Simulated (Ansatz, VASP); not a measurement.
# One calculation of BaTiO3, two programs

```
Ba Ti O
1.0
     3.99980   -0.08000    0.00000
    -0.08000    3.99980    0.00000
     0.00000    0.00000    4.01800
Ba Ti O
1 1 3
Direct
  0.00000 0.00000 0.00000
  0.50000 0.50000 0.49000
  0.00000 0.50000 0.51700
  0.50000 0.00000 0.51700
  0.50000 0.50000 0.01900
```

Change from the starting cell: strain_shear_xy = -0.04.

Alike in both runs: functional PBE; k mesh 7 × 7 × 7; occupations fermi-dirac, width 0.05 eV; no spin polarisation.

```csv
,VASP,Ansatz
version,VASP 6.6.1,Ansatz 0.2.0
potentials or method,"VASP PAW PBE potentials, release 64 (Ba_sv, Ti_sv, O), cutoff 520 eV","all-electron LAPW, scalar-relativistic"
task,single point,band structure
```

VASP gave:

| Quantity | Value |
| --- | --- |
| gap on the k mesh at the Fermi level (eV) | 1.83 |
| least direct gap on the mesh (eV) | 1.90 |
| pressure (GPa) | 4.4 |
| traceless stress, the component that is largest in VASP (GPa) | 5.03 |
| rms of the force components (eV/Å) | 0.090 |

Problem. Estimate Ansatz's values.

Solution. gap on the k mesh at the Fermi level (eV): 1.88; least direct gap on the mesh (eV): 1.93; pressure (GPa): 2.6; traceless stress, the component that is largest in VASP (GPa): 4.89; rms of the force components (eV/Å): 0.097.

Atom by atom the forces differ by 0.017 eV/Å (rms over components). Ansatz ran all-electron here, and VASP with PAW potentials.

Spin-orbit coupling is off throughout.
